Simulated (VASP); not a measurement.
# Co (P6_3/mmc) in VASP: notebook

Aim: see how the results for Co move with the level of theory and the settings. Levels: LDA, PBE. Tasks: single point.

Program: VASP 6.6.1. These are calculated values, not measurements. Logs are shortened: lines on timing, memory, paths and dates and some standing lists are left out, and cuts for length are marked.

## 1. The cell of the first run

Symmetry: P6_3/mmc, No. 194, hexagonal system. Conventional cell: a = 2.420 Å, b = 2.420 Å, c = 7.923 Å, α = 90.00°, β = 90.00°, γ = 120.00°. Within 3.2 Å of Co (site symmetry -6m2) lie 12 Co at 2.42 Å. Within 3.2 Å of Co (site symmetry -3m) lie 12 Co at 2.42 Å.

## 2. Single point, LDA, collinear spin, ferromagnetic start (volume scaled by 0.94)

Input file INCAR:

```
  PREC = Accurate
  ENCUT = 520
  EDIFF = 1E-6
  ISMEAR = -1
  SIGMA = 0.05
  LREAL = False
  LASPH = True
  NELM = 150
  ALGO = Normal
  ISIF = 2
  LWAVE = False
  LCHARG = False
  ISPIN = 2
  MAGMOM = 2 2 2 2
  LORBIT = 11
  LMAXMIX = 4
  NBANDS = 30
```

Input file KPOINTS:

```
regular mesh
0
Gamma
  12 12 4
```

Input file POSCAR:

```
Co
1.0
    2.4201280013      0.0000000000      0.0000000000
   -1.2100640007      2.0958923296      0.0000000000
    0.0000000000      0.0000000000      7.9231214745
Co
4
Direct
    0.6666666667      0.3333333333      0.7500000000
    0.0000000000      0.0000000000      0.5000000000
    0.3333333333      0.6666666667      0.2500000000
    0.0000000000      0.0000000000      0.0000000000
```

Potentials or basis: VASP PAW LDA potentials, release 64 (Co).

Launch:

```console
cat potpaw_LDA.64/Co/POTCAR > POTCAR
mpirun -np 1 vasp_std > vasp.out
```

OUTCAR:

```text
PREC = Accurate
   ENCUT = 520
   EDIFF = 1E-6
   ISMEAR = -1
   LREAL = False
   LASPH = True
   NELM = 150
   ISIF = 2
   ISPIN = 2
   LORBIT = 11

 ion  position               nearest neighbor table
   1  0.667  0.333  0.750-   2 2.42   4 2.42   2 2.42   4 2.42   2 2.42   4 2.42
   2  0.000  0.000  0.500-   1 2.42   3 2.42   1 2.42   3 2.42   1 2.42   3 2.42
   3  0.333  0.667  0.250-   2 2.42   4 2.42   2 2.42   4 2.42   2 2.42   4 2.42
   4  0.000  0.000  0.000-   1 2.42   3 2.42   1 2.42   3 2.42   1 2.42   3 2.42

  LATTYP: Found a hexagonal cell.
 ALAT       =     2.4201280013
 C/A-ratio  =     3.2738439745

  Lattice vectors:

 A1 = (   2.4201280013,   0.0000000000,   0.0000000000)
 A2 = (  -1.2100640007,   2.0958923296,   0.0000000000)
 A3 = (   0.0000000000,   0.0000000000,   7.9231214745)

Analysis of symmetry for initial positions (statically):
=====================================================================
 Subroutine PRICEL returns:
 Original cell was already a primitive cell.

 Routine SETGRP: Setting up the symmetry group for a
 hexagonal supercell.

 Subroutine GETGRP returns: Found 24 space group operations
 (whereof 12 operations were pure point group operations)
 out of a pool of 24 trial point group operations.

The static configuration has the point symmetry D_3d.
 The point group associated with its full space group is D_6h.

Analysis of symmetry for dynamics (positions and initial velocities):
=====================================================================
 Subroutine PRICEL returns:
 Original cell was already a primitive cell.

 Routine SETGRP: Setting up the symmetry group for a
 hexagonal supercell.

 Subroutine GETGRP returns: Found 24 space group operations
 (whereof 12 operations were pure point group operations)
 out of a pool of 24 trial point group operations.

The dynamic configuration has the point symmetry D_3d.
 The point group associated with its full space group is D_6h.

Analysis of structural, dynamic, and magnetic symmetry:
=====================================================================
 Subroutine PRICEL returns:
 Original cell was already a primitive cell.

 Routine SETGRP: Setting up the symmetry group for a
 hexagonal supercell.

 Subroutine GETGRP returns: Found 24 space group operations
 (whereof 12 operations were pure point group operations)
 out of a pool of 24 trial point group operations.

The overall configuration has the point symmetry D_3d.
 The point group associated with its full space group is D_6h.

 Subroutine INISYM returns: Found 24 space group operations
 (whereof 12 operations are pure point group operations),
 and found     1 'primitive' translations

----------------------------------------------------------------------------------------

                                     Primitive cell

  volume of cell :      40.1887

  direct lattice vectors                    reciprocal lattice vectors
     2.420128001  0.000000000  0.000000000     0.413201285  0.238561873  0.000000000
    -1.210064001  2.095892330  0.000000000     0.000000000  0.477123746  0.000000000
     0.000000000  0.000000000  7.923121475     0.000000000  0.000000000  0.126212883

  length of vectors
     2.420128001  2.420128001  7.923121475     0.477123746  0.477123746  0.126212883

  position of ions in fractional coordinates (direct lattice)
     0.666666667  0.333333333  0.750000000
     0.000000000  0.000000000  0.500000000
     0.333333333  0.666666667  0.250000000
     0.000000000  0.000000000  0.000000000

  ion indices of the primitive-cell ions
   primitive index   ion index
                 1           1
                 2           2
                 3           3
                 4           4

----------------------------------------------------------------------------------------

 KPOINTS: regular mesh

Automatic generation of k-mesh.
 Grid dimensions read from file:
 generate k-points for:   12   12    4

 Generating k-lattice:

  Cartesian coordinates                     Fractional coordinates (reciprocal lattice)
     0.034433440  0.019880156  0.000000000     0.083333333  0.000000000  0.000000000
     0.000000000  0.039760312  0.000000000     0.000000000  0.083333333  0.000000000
     0.000000000  0.000000000  0.031553221     0.000000000  0.000000000  0.250000000

  Length of vectors
     0.039760312  0.039760312  0.031553221

  Shift w.r.t. Gamma in fractional coordinates (k-lattice)
     0.000000000  0.000000000  0.000000000

 Subroutine IBZKPT returns following result:
 ===========================================

 Found     57 irreducible k-points:

 Following reciprocal coordinates:
            Coordinates               Weight
  0.000000  0.000000  0.000000      1.000000
  0.083333 -0.000000  0.000000      6.000000
  0.166667 -0.000000  0.000000      6.000000
  0.250000 -0.000000  0.000000      6.000000
  0.333333  0.000000  0.000000      6.000000
  0.416667  0.000000  0.000000      6.000000
[... 16 lines left out ...]
  0.250000 -0.000000  0.250000     12.000000
  0.333333  0.000000  0.250000     12.000000
 [... further k-points ...]
   k-points           NKPTS =     57   k-points in BZ     NKDIM =     57   number of bands    NBANDS=     30
   number of dos      NEDOS =    301   number of ions     NIONS =      4
   total plane-waves  NPLWV =  19440
   dimension x,y,z NGX =    18 NGY =   18 NGZ =   60
   dimension x,y,z NGXF=    36 NGYF=   36 NGZF=  120
   ions per type =               4
   NGX,Y,Z   is equivalent  to a cutoff of  12.36, 12.36, 12.59 a.u.
   NGXF,Y,Z  is equivalent  to a cutoff of  24.73, 24.73, 25.18 a.u.
 SYSTEM =  unknown system
   PREC   = accura    normal or accurate (medium, high low for compatibility)
   ISTART =      0    job   : 0-new  1-cont  2-samecut
   ICHARG =      2    charge: 1-file 2-atom 10-const
   ISPIN  =      2    spin polarized calculation?
   LNONCOLLINEAR =      F non collinear calculations
   LSORBIT =      F    spin-orbit coupling
   LASPH  =      T    aspherical Exc in radial PAW
   ENCUT  =  520.0 eV  38.22 Ry    6.18 a.u.   4.50  4.50 14.73*2*pi/ulx,y,z
   NELM   =    150;   NELMIN=  2; NELMDL= -5     # of ELM steps
   EDIFF  = 0.1E-05   stopping-criterion for ELM
   LREAL  =      F    real-space projection
   EDIFFG = 0.1E-04   stopping-criterion for IOM
   NSW    =      0    number of steps for IOM
   IBRION =     -1    ionic relax: 0-MD 1-quasi-New 2-CG
   NFREE  =      0    steps in history (QN), initial steepest desc. (CG)
   ISIF   =      2    stress and relaxation
   ISYM   =      2    0-nonsym 1-usesym 2-fastsym
   POTIM  = 0.5000    time-step for ionic-motion
   TEBEG  =    0.0;   TEEND  =   0.0 temperature during run
   PSTRESS=    0.0 pullay stress
   NELECT =      36.0000    total number of electrons
   NUPDOWN=      -1.0000    fix difference up-down
   EMIN   =  10.00;   EMAX   =-10.00  energy-range for DOS
   EFERMI =   0.00;   METHOD = LEGACY
   ISMEAR =    -1;   SIGMA  =   0.05  broadening in eV -4-tet -1-fermi 0-gaus
   EFERMI_NEDOS =   21; number of points for ismear=-14 and -15
   IALGO  =     38    algorithm
   IMIX   =      4    mixing-type and parameters
     AMIX     =   0.40;   BMIX     =  1.00
     AMIX_MAG =   1.60;   BMIX_MAG =  1.00
  volume/ion in A,a.u.               =      10.05        67.80
  Fermi-wavevector in a.u.,A,eV,Ry     =   1.578124  2.982222 33.884974  2.490475
  Thomas-Fermi vector in A             =   2.678702
   LORBIT       =     11    0 simple, 1 ext, 2 COOP (PROOUT), +10 PAW based schemes
   GGA     = CA    functional components
   LHFCALC =     F    Hartree Fock is set to
   AEXX    =    0.0000 exact exchange contribution
   IVDW    =     0    specifies the selected vdW correction
   LEPSILON=     F    determine dielectric tensor
   LRPA    =     F    only Hartree local field effects (RPA)
 spin polarized calculation
  energy-cutoff  :      520.00
  volume of cell :       40.19
 maximum number of plane-waves:      1110
 NGX is ok and might be reduce to    18
   NGX =  9   NGY =  9   NGZ = 29

 number of electron      35.9999975 magnetization       5.9523464

 Free energy of the ion-electron system (eV)
  ---------------------------------------------------
  ext. energy  EPLUGINS =         0.00000000
  ---------------------------------------------------
  free energy    TOTEN  =       -32.46415471 eV

  energy without entropy =      -32.43018270  energy(sigma->0) =      -32.44716870

 E-fermi :  11.0850     XC(G=0): -14.1948

 val. band max:       11.0812904549   @ k =   0.0000   0.0000   0.2500
 cond. band min:      11.0855350559   @ k =   0.2500  -0.0000   0.0000
 fundamental gap:      0.0042446010
 Fermi energy:        11.0849936184

 spin component 1

 k-point     1 :       0.0000    0.0000    0.0000
  band No.  band energies     occupation
      1       1.6842      1.00000
      2       4.0002      1.00000
      3       4.0147      1.00000
      4       5.6213      1.00000
      5       8.0402      1.00000
      6       8.0733      1.00000
[... 22 lines left out ...]
     29      34.1662      0.00000
     30      35.1861      0.00000

 k-point     2 :       0.0833   -0.0000    0.0000
  band No.  band energies     occupation
      1       1.9445      1.00000
      2       4.2223      1.00000
      3       4.2365      1.00000
      4       5.7913      1.00000
      5       7.8686      1.00000
      6       7.9715      1.00000
[... 22 lines left out ...]
     29      33.3159      0.00000
     30      33.4914      0.00000

 k-point     3 :       0.1667   -0.0000    0.0000
  band No.  band energies     occupation
      1       2.6948      1.00000
      2       4.8152      1.00000
      3       4.8285      1.00000
      4       6.2197      1.00000
      5       7.5652      1.00000
      6       7.7458      1.00000
[... 682 lines left out ...]
     29      27.9554      0.00000
     30      30.4123      0.00000

 k-point    24 :       0.3333    0.0000    0.2500
  band No.  band energies     occupation
      1       5.0800      1.00000
      2       5.4920      1.00000
      3       6.0513      1.00000
      4       6.5296      1.00000
      5       6.8566      1.00000
      6       6.9726      1.00000
[... 22 lines left out ...]
     29      26.6109      0.00000
     30      27.5053      0.00000

 [... further k-points ...]

 spin component 2

 k-point     1 :       0.0000    0.0000    0.0000
  band No.  band energies     occupation
      1       1.8764      1.00000
      2       4.2556      1.00000
      3       4.2628      1.00000
      4       6.4659      1.00000
      5       9.1965      1.00000
      6       9.2324      1.00000
[... 22 lines left out ...]
     29      34.2094      0.00000
     30      35.2539      0.00000

 k-point     2 :       0.0833   -0.0000    0.0000
  band No.  band energies     occupation
      1       2.1378      1.00000
      2       4.4818      1.00000
      3       4.4887      1.00000
      4       6.6512      1.00000
      5       9.0480      1.00000
      6       9.1581      1.00000
[... 22 lines left out ...]
     29      33.4909      0.00000
     30      33.7282      0.00000

 k-point     3 :       0.1667   -0.0000    0.0000
  band No.  band energies     occupation
      1       2.8950      1.00000
      2       5.1031      1.00000
      3       5.1091      1.00000
      4       7.1286      1.00000
      5       8.7557      1.00000
      6       8.9345      1.00000
[... 682 lines left out ...]
     29      28.4549      0.00000
     30      30.7985      0.00000

 k-point    24 :       0.3333    0.0000    0.2500
  band No.  band energies     occupation
      1       5.4649      1.00000
      2       6.0510      1.00000
      3       6.8763      1.00000
      4       7.5461      1.00000
      5       7.8831      1.00000
      6       8.0959      1.00000
[... 22 lines left out ...]
     29      27.0851      0.00000
     30      28.0183      0.00000

 [... further k-points ...]
[... 5 lines left out ...]
  --------------------------------------------------------------------------------------
  -------------------------------------------------------------------------------------
  Total       -0.1883216     -0.1883216     -1.0227813      0.0000000      0.0000000      0.0000000
  in kB       -7.5077049     -7.5077049    -40.7746022      0.0000000      0.0000000      0.0000000
  external PRESSURE =     -18.5966706 kB  Pullay stress =       0.0000000 kB

 VOLUME and BASIS-vectors are now :
 -----------------------------------------------------------------------------
  energy-cutoff  :      520.00
  volume of cell :       40.19
      direct lattice vectors                 reciprocal lattice vectors
     2.420128001  0.000000000  0.000000000     0.413201285  0.238561873  0.000000000
    -1.210064001  2.095892330  0.000000000     0.000000000  0.477123746  0.000000000
     0.000000000  0.000000000  7.923121475     0.000000000  0.000000000  0.126212883

 POSITION                                       TOTAL-FORCE (eV/Angst)
 -----------------------------------------------------------------------------------
      1.21006      0.69863      5.94234         0.000000      0.000000      0.000000
      0.00000      0.00000      3.96156        -0.000000     -0.000000     -0.000000
     -0.00000      1.39726      1.98078         0.000000     -0.000000      0.000000
      0.00000      0.00000      0.00000        -0.000000     -0.000000     -0.000000
 -----------------------------------------------------------------------------------
    total drift:                                0.000000     -0.000000      0.000000

  FREE ENERGIE OF THE ION-ELECTRON SYSTEM (eV)
  ---------------------------------------------------
  free  energy   TOTEN  =       -32.4641547078 eV

  energy  without entropy=      -32.4301827019  energy(sigma->0) =      -32.44716870

 total charge

# of ion       s       p       d       tot
------------------------------------------
    1        0.522   0.587   7.331   8.440
    2        0.522   0.584   7.338   8.444
    3        0.522   0.587   7.331   8.440
    4        0.522   0.584   7.338   8.444
--------------------------------------------------
tot          2.089   2.342  29.337  33.767

 magnetization (x)

# of ion       s       p       d       tot
------------------------------------------
    1       -0.013  -0.036   1.540   1.491
    2       -0.013  -0.035   1.518   1.471
    3       -0.013  -0.036   1.540   1.491
    4       -0.013  -0.035   1.518   1.471
--------------------------------------------------
tot         -0.052  -0.142   6.117   5.923
```

Run time: 2.4 min. Hardware: 1 thread of Intel Xeon Platinum 8488C (Sapphire Rapids), shared host; peak memory 0.2 GiB.

Results:

```yaml
Free_energy: -32.4642 eV
Pressure: -1.9 GPa
Net_moment: 5.95 μB per cell
Site_moments: Co +1.49, +1.47 μB
Valence_electrons_inside_the_program's_atomic_spheres: Co 8.44
```

Stress tensor (GPa, compression positive):
```
-0.75  0.00  0.00
 0.00 -0.75  0.00
 0.00  0.00 -4.08
```

(Part 1 of 2 ends here.)
